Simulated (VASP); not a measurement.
# SnO2 (P4_2/mnm) in VASP: a series of runs

The runs below take SnO2 through single point, with PBEsol.

Program: VASP 6.6.1. These are calculated values, not measurements. Logs are shortened: lines on timing, memory, paths and dates and some standing lists are left out, and cuts for length are marked.

### Step 1. The cell of the first run

The structure is tetragonal, space group P4_2/mnm (No. 136). Conventional cell: a = 4.718 Å, b = 4.718 Å, c = 3.309 Å, α = 90.00°, β = 90.00°, γ = 90.00°. Sn (site symmetry mmm) has 6 O at 2.05 to 2.10 Å within 2.7 Å. O (site symmetry m2m) has 3 Sn at 2.05 to 2.10 Å and 1 O at 2.57 Å within 2.7 Å.

### Step 2. Single point, PBEsol

INCAR reads:

```
SYSTEM = SnO2
ALGO = Normal ; EDIFF = 1E-6
ENCUT = 520 ; GGA = PS
ISIF = 2 ; ISMEAR = 0
LASPH = .True. ; LCHARG = .False.
LREAL = .False. ; LWAVE = .False.
NBANDS = 35 ; NELM = 100
PREC = Accurate ; SIGMA = 0.02
```

KPOINTS reads:

```
k-points
0
Gamma
  6 6 8
  0 0 0
```

POSCAR reads:

```
SnO2
1.0
    4.7175841909      0.0000000000      0.0000000000
    0.0000000000      4.7175841909      0.0000000000
    0.0000000000      0.0000000000      3.3087677173
Sn O
2 4
Direct
    0.5000000000      0.5000000000      0.5000000000
    0.0000000000      0.0000000000      0.0000000000
    0.1927864422      0.8072135578      0.5000000000
    0.8072135578      0.1927864422      0.5000000000
    0.3072135578      0.3072135578      0.0000000000
    0.6927864422      0.6927864422      0.0000000000
```

Potentials or basis: VASP PAW PBE potentials, release 64 (Sn_d, O).

Run with:

```sh
cat potpaw_PBE.64/Sn_d/POTCAR potpaw_PBE.64/O/POTCAR > POTCAR
mpirun -np 1 vasp_std > vasp.out
```

OUTCAR:

```text
SYSTEM = SnO2
   EDIFF = 1E-6
   ENCUT = 520
   GGA = PS
   ISIF = 2
   ISMEAR = 0
   LASPH = .True.
   LREAL = .False.
   NELM = 100
   PREC = Accurate

 ion  position               nearest neighbor table
   1  0.500  0.500  0.500-   3 2.05   4 2.05   5 2.10   6 2.10   5 2.10   6 2.10   2 3.72   2 3.72
                             2 3.72   2 3.72   2 3.72   2 3.72   2 3.72   2 3.72
   2  0.000  0.000  0.000-   5 2.05   6 2.05   3 2.10   4 2.10   3 2.10   4 2.10   1 3.72   1 3.72
                             1 3.72   1 3.72   1 3.72   1 3.72   1 3.72   1 3.72
   3  0.193  0.807  0.500-   1 2.05   2 2.10   2 2.10
   4  0.807  0.193  0.500-   1 2.05   2 2.10   2 2.10
   5  0.307  0.307  0.000-   2 2.05   1 2.10   1 2.10
   6  0.693  0.693  0.000-   2 2.05   1 2.10   1 2.10

  LATTYP: Found a simple tetragonal cell.
 ALAT       =     4.7175841909
 C/A-ratio  =     0.7013690871

  Lattice vectors:

 A1 = (   4.7175841909,   0.0000000000,   0.0000000000)
 A2 = (   0.0000000000,   4.7175841909,   0.0000000000)
 A3 = (   0.0000000000,   0.0000000000,   3.3087677173)

Analysis of symmetry for initial positions (statically):
=====================================================================
 Subroutine PRICEL returns:
 Original cell was already a primitive cell.

 Routine SETGRP: Setting up the symmetry group for a
 simple tetragonal supercell.

 Subroutine GETGRP returns: Found 16 space group operations
 (whereof  8 operations were pure point group operations)
 out of a pool of 16 trial point group operations.

The static configuration has the point symmetry D_2h.
 The point group associated with its full space group is D_4h.

Analysis of symmetry for dynamics (positions and initial velocities):
=====================================================================
 Subroutine PRICEL returns:
 Original cell was already a primitive cell.

 Routine SETGRP: Setting up the symmetry group for a
 simple tetragonal supercell.

 Subroutine GETGRP returns: Found 16 space group operations
 (whereof  8 operations were pure point group operations)
 out of a pool of 16 trial point group operations.

The dynamic configuration has the point symmetry D_2h.
 The point group associated with its full space group is D_4h.

 Subroutine INISYM returns: Found 16 space group operations
 (whereof  8 operations are pure point group operations),
 and found     1 'primitive' translations

[... 104 lines left out ...]
   EDIFFG = 0.1E-04   stopping-criterion for IOM
   NSW    =      0    number of steps for IOM
   IBRION =     -1    ionic relax: 0-MD 1-quasi-New 2-CG
   NFREE  =      0    steps in history (QN), initial steepest desc. (CG)
   ISIF   =      2    stress and relaxation
   ISYM   =      2    0-nonsym 1-usesym 2-fastsym
   POTIM  = 0.5000    time-step for ionic-motion
   TEBEG  =    0.0;   TEEND  =   0.0 temperature during run
   PSTRESS=    0.0 pullay stress
   NELECT =      52.0000    total number of electrons
   NUPDOWN=      -1.0000    fix difference up-down
   EMIN   =  10.00;   EMAX   =-10.00  energy-range for DOS
   EFERMI =   0.00;   METHOD = LEGACY
   ISMEAR =     0;   SIGMA  =   0.02  broadening in eV -4-tet -1-fermi 0-gaus
   EFERMI_NEDOS =   21; number of points for ismear=-14 and -15
   IALGO  =     38    algorithm
   IMIX   =      4    mixing-type and parameters
     AMIX     =   0.40;   BMIX     =  1.00
     AMIX_MAG =   1.60;   BMIX_MAG =  1.00
  volume/ion in A,a.u.               =      12.27        82.82
  Fermi-wavevector in a.u.,A,eV,Ry     =   1.457832  2.754903 28.916101  2.125273
  Thomas-Fermi vector in A             =   2.574587
   LORBIT       =      0    0 simple, 1 ext, 2 COOP (PROOUT), +10 PAW based schemes
   GGA     = PS    functional components
   LHFCALC =     F    Hartree Fock is set to
   AEXX    =    0.0000 exact exchange contribution
   IVDW    =     0    specifies the selected vdW correction
   LEPSILON=     F    determine dielectric tensor
   LRPA    =     F    only Hartree local field effects (RPA)
 non-spin polarized calculation
 Gauss-broadening in eV      SIGMA  =   0.02
  energy-cutoff  :      520.00
  volume of cell :       73.64
 maximum number of plane-waves:      2005
 NGX is ok and might be reduce to    36
   NGX = 17   NGY = 17   NGZ = 13

 number of electron      51.9999990 magnetization

 Free energy of the ion-electron system (eV)
  ---------------------------------------------------
  ext. energy  EPLUGINS =         0.00000000
  ---------------------------------------------------
  free energy    TOTEN  =       -39.61859181 eV

  energy without entropy =      -39.61859181  energy(sigma->0) =      -39.61859181

 E-fermi :   5.8667     XC(G=0): -11.4015

 val. band max:        5.6870576980   @ k =   0.0000   0.0000   0.0000
 cond. band min:       6.3969634939   @ k =   0.0000   0.0000   0.0000
 fundamental gap:      0.7099057959
 Fermi energy:         5.8666900240

 k-point     1 :       0.0000    0.0000    0.0000
  band No.  band energies     occupation
      1     -15.2712      2.00000
      2     -14.4881      2.00000
      3     -14.3378      2.00000
      4     -14.3126      2.00000
      5     -14.3126      2.00000
      6     -14.2990      2.00000
[... 901 lines left out ...]
     34      17.8422      0.00000
     35      17.8872      0.00000

 [... further k-points ...]

------------------------ aborting loop because EDIFF is reached ----------------------------------------

  FORCE on cell =-STRESS in cart. coord.  units (eV):
  Direction    XX          YY          ZZ          XY          YZ          ZX
  --------------------------------------------------------------------------------------
  -------------------------------------------------------------------------------------
  Total        0.2472348      0.2472348     -3.4292908      0.0000000      0.0000000      0.0000000
  in kB        5.3791625      5.3791625    -74.6121054      0.0000000      0.0000000      0.0000000
  external PRESSURE =     -21.2845935 kB  Pullay stress =       0.0000000 kB

 VOLUME and BASIS-vectors are now :
 -----------------------------------------------------------------------------
  energy-cutoff  :      520.00
  volume of cell :       73.64
      direct lattice vectors                 reciprocal lattice vectors
     4.717584191  0.000000000  0.000000000     0.211972900  0.000000000  0.000000000
     0.000000000  4.717584191  0.000000000     0.000000000  0.211972900  0.000000000
     0.000000000  0.000000000  3.308767717     0.000000000  0.000000000  0.302227320

 POSITION                                       TOTAL-FORCE (eV/Angst)
 -----------------------------------------------------------------------------------
      2.35879      2.35879      1.65438        -0.000000      0.000000      0.000000
      0.00000      0.00000      0.00000        -0.000000      0.000000      0.000000
      0.90949      3.80810      1.65438         0.003744     -0.003744     -0.000000
      3.80810      0.90949      1.65438        -0.003744      0.003744      0.000000
      1.44931      1.44931      0.00000        -0.003744     -0.003744     -0.000000
      3.26828      3.26828      0.00000         0.003744      0.003744      0.000000
 -----------------------------------------------------------------------------------
    total drift:                                0.000000      0.000000      0.000000

  FREE ENERGIE OF THE ION-ELECTRON SYSTEM (eV)
  ---------------------------------------------------
  free  energy   TOTEN  =       -39.6185918128 eV

  energy  without entropy=      -39.6185918128  energy(sigma->0) =      -39.61859181
```

Run time: 2.1 min. Hardware: 1 thread of Intel Xeon 6975P-C (Granite Rapids), shared host; peak memory 0.24 GiB.

What came out:

```
Free energy            : -39.6186 eV
Pressure               : -2.1 GPa
Largest force          : 0.005 eV/Å
Band gap on the k mesh : 0.71 eV
```

Forces on the atoms (eV/Å):
```
Sn   0.000  0.000  0.000
Sn   0.000  0.000  0.000
O    0.004 -0.004  0.000
O   -0.004  0.004  0.000
O   -0.004 -0.004  0.000
O    0.004  0.004  0.000
```

Stress tensor (GPa, compression positive):
```
 0.54  0.00  0.00
 0.00  0.54  0.00
 0.00  0.00 -7.46
```

Levels at points of the mesh, in eV from the valence-band top:
```csv
k point,band 23,band 24,band 25,band 26,band 27,band 28,band 29,band 30
"(0.00, 0.00, 0.00)",-1.34,-0.71,-0.71,0.00,0.71,5.40,5.74,5.74
"(0.50, 0.00, 0.00)",-1.28,-1.28,-0.59,-0.59,4.01,4.01,6.47,6.47
"(0.50, 0.50, 0.00)",-1.44,-1.44,-0.79,-0.79,4.30,4.30,7.00,7.00
"(0.00, 0.00, 0.50)",-1.63,-1.63,-1.21,-1.21,5.74,5.74,9.47,9.47
"(0.50, 0.00, 0.50)",-1.03,-1.03,-0.64,-0.64,6.06,6.06,7.85,7.85
"(0.50, 0.50, 0.50)",-0.91,-0.91,-0.74,-0.74,4.53,4.53,8.58,8.58
```

Caveat: the stress differs along the axes, from -7 to 1 GPa; semilocal functionals underestimate gaps, and a narrow one can read as zero; the PAW data sets were made with another functional, which shifts forces and pressure a little; spin-orbit coupling is left out, which moves the levels of the heavy elements.

### Step 3. Single point, PBEsol (uniaxial strain along c: +3.0 %)

INCAR reads:

```
PREC = Accurate
ENCUT = 520
EDIFF = 1E-7
ISMEAR = 0
SIGMA = 0.02
LREAL = F
LASPH = T
NELM = 100
ALGO = Normal
ISIF = 2
LWAVE = F
LCHARG = T
GGA = PS
LELF = T
LVHAR = T
NBANDS = 35
```

KPOINTS reads:

```
regular mesh
0
Gamma
  6 6 8
```

POSCAR reads:

```
SnO2
1.0
    4.7326768075      0.0000000000      0.0000000000
    0.0000000000      4.7326768075      0.0000000000
    0.0000000000      0.0000000000      3.3087677173
Sn O
2 4
Direct
    0.5000000000      0.5000000000      0.5000000000
    0.0000000000      0.0000000000      0.0000000000
    0.1932288425      0.8067711575      0.5000000000
    0.8067711575      0.1932288425      0.5000000000
    0.3067711575      0.3067711575      0.0000000000
    0.6932288425      0.6932288425      0.0000000000
```

Potentials or basis: VASP PAW PBE potentials, release 64 (Sn_d, O).

Run with:

```sh
cat potpaw_PBE.64/Sn_d/POTCAR potpaw_PBE.64/O/POTCAR > POTCAR
mpirun -np 1 vasp_std > vasp.out
```

It took 2.1 min on 1 thread of Intel Xeon 6975P-C (Granite Rapids), shared host; peak memory 0.24 GiB.

It converged, with:

```
Free energy            : -39.6187 eV
Pressure               : -3.3 GPa
Largest force          : 0.061 eV/Å
Band gap on the k mesh : 0.64 eV
```

Forces in eV/Å, atoms in the order of the input:
```
Sn   0.000  0.000  0.000
Sn   0.000  0.000  0.000
O   -0.043  0.043  0.000
O    0.043 -0.043  0.000
O    0.043  0.043  0.000
O   -0.043 -0.043  0.000
```

Stress tensor (GPa, compression positive):
```
-0.71  0.00  0.00
 0.00 -0.71  0.00
 0.00  0.00 -8.44
```

Levels at points of the mesh, in eV from the valence-band top:
| k point | band 22 | band 23 | band 24 | band 25 | band 26 | band 27 | band 28 | band 29 | band 30 | band 31 |
| --- | --- | --- | --- | --- | --- | --- | --- | --- | --- | --- |
| (0.00, 0.00, 0.00) | -1.34 | -1.34 | -0.72 | -0.72 | 0.00 | 0.64 | 5.38 | 5.72 | 5.72 | 9.65 |
| (0.50, 0.00, 0.00) | -1.92 | -1.28 | -1.28 | -0.59 | -0.59 | 3.95 | 3.95 | 6.46 | 6.46 | 10.68 |
| (0.50, 0.50, 0.00) | -1.98 | -1.43 | -1.43 | -0.79 | -0.79 | 4.25 | 4.25 | 6.97 | 6.97 | 10.72 |
| (0.00, 0.00, 0.50) | -2.60 | -1.61 | -1.61 | -1.20 | -1.20 | 5.66 | 5.66 | 9.42 | 9.42 | 9.82 |
| (0.50, 0.00, 0.50) | -1.71 | -1.02 | -1.02 | -0.66 | -0.66 | 5.98 | 5.98 | 7.79 | 7.79 | 10.21 |
| (0.50, 0.50, 0.50) | -2.29 | -0.90 | -0.90 | -0.74 | -0.74 | 4.44 | 4.44 | 8.55 | 8.55 | 10.23 |

Caveat: the cell differs from its parent crystal (uniaxial strain along c: +3.0 %); the stress differs along the axes, from -8 to -1 GPa; semilocal functionals underestimate gaps, and a narrow one can read as zero; the PAW data sets were made with another functional, which shifts forces and pressure a little; spin-orbit coupling is left out, which moves the levels of the heavy elements.
